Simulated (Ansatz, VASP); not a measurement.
## One calculation of InGa3As4, two programs

File POSCAR:

```
InGa3As4
1.0
    5.7792007558      0.0000000000      0.0000000000
    0.0000000000      5.7792007558      0.0000000000
    0.0000000000      0.0000000000      5.7792007558
Ga As In
3 4 1
Direct
    0.5000000000      0.0000000000      0.0000000000
    0.0000000000      0.5000000000      0.0000000000
    0.0000000000      0.0000000000      0.5000000000
    0.7595397503      0.2404602497      0.2404602497
    0.2404602497      0.7595397503      0.2404602497
    0.2404602497      0.2404602497      0.7595397503
    0.7595397503      0.7595397503      0.7595397503
    0.5000000000      0.5000000000      0.5000000000
```

File INCAR.step1:

```
SYSTEM = InGa3As4
ALGO = Normal ; EDIFF = 1E-5
ENCUT = 560 ; GGA = PE
GGA_COMPAT = .FALSE. ; ISMEAR = -1
LASPH = .TRUE. ; LCHARG = .FALSE.
LREAL = .FALSE. ; LWAVE = .TRUE.
NBANDS = 66 ; NELM = 120
PREC = Accurate ; SIGMA = 0.02
```

The input INCAR.step2:

```
SYSTEM = InGa3As4
ALGO = Normal ; EDIFF = 1E-6
ENCUT = 560 ; GGA_COMPAT = .FALSE.
ISIF = 2 ; ISMEAR = -1
ISTART = 1 ; LASPH = .TRUE.
LCHARG = .FALSE. ; LMIXTAU = .TRUE.
LREAL = .FALSE. ; LWAVE = .FALSE.
METAGGA = R2SCAN ; NBANDS = 66
NELM = 120 ; PREC = Accurate
SIGMA = 0.02
```

File KPOINTS:

```
k-points
0
G
  4 4 4
  0 0 0
```

Input for Ansatz:

```yaml
crystal:
  lattice:
    - [5.7792007558, 0.0, 0.0]
    - [0.0, 5.7792007558, 0.0]
    - [0.0, 0.0, 5.7792007558]
  atoms:
    - { symbol: Ga, position: [0.5, 0.0, 0.0] }
    - { symbol: As, position: [0.7595397503, 0.2404602497, 0.2404602497] }
    - { symbol: Ga, position: [0.0, 0.5, 0.0] }
    - { symbol: As, position: [0.2404602497, 0.7595397503, 0.2404602497] }
    - { symbol: Ga, position: [0.0, 0.0, 0.5] }
    - { symbol: As, position: [0.2404602497, 0.2404602497, 0.7595397503] }
    - { symbol: In, position: [0.5, 0.5, 0.5] }
    - { symbol: As, position: [0.7595397503, 0.7595397503, 0.7595397503] }
kpoints:
  mp_grid: { grid: [4, 4, 4] }
  band_path:
    path: [[0.0, 0.0, 0.0], [0.0, 0.5, 0.0], [0.5, 0.5, 0.0], [0.5, 0.5, 0.5]]
    npoints: 1
hamiltonian:
  xc: r2scan
scf:
  occupations: { method: fermi_dirac, width: 0.02 }
  n_extra_bands: 6
output:
  forces: true
  stress: true
  eigenvalues: true
```

Alike in both runs: task single point; functional r2SCAN; k mesh 4 × 4 × 4; occupations fermi-dirac, width 0.02 eV; no spin polarisation.

```csv
,VASP,Ansatz
version,VASP 6.6.1,Ansatz 0.2.0
potentials or method,"VASP PAW PBE potentials, release 64 (Ga_d, As_d, In_d)","plane waves, PAW"
plane-wave cutoff (eV),560,500
valence electrons in the cell,112,112
```

```tsv
	VASP	Ansatz	Ansatz less VASP
pressure (GPa)	0.0	0.0	-0.03
```

VASP's potentials were made for PBE, not for r2SCAN. The functional is the same, so the differences come from potentials, cutoffs and numerics.
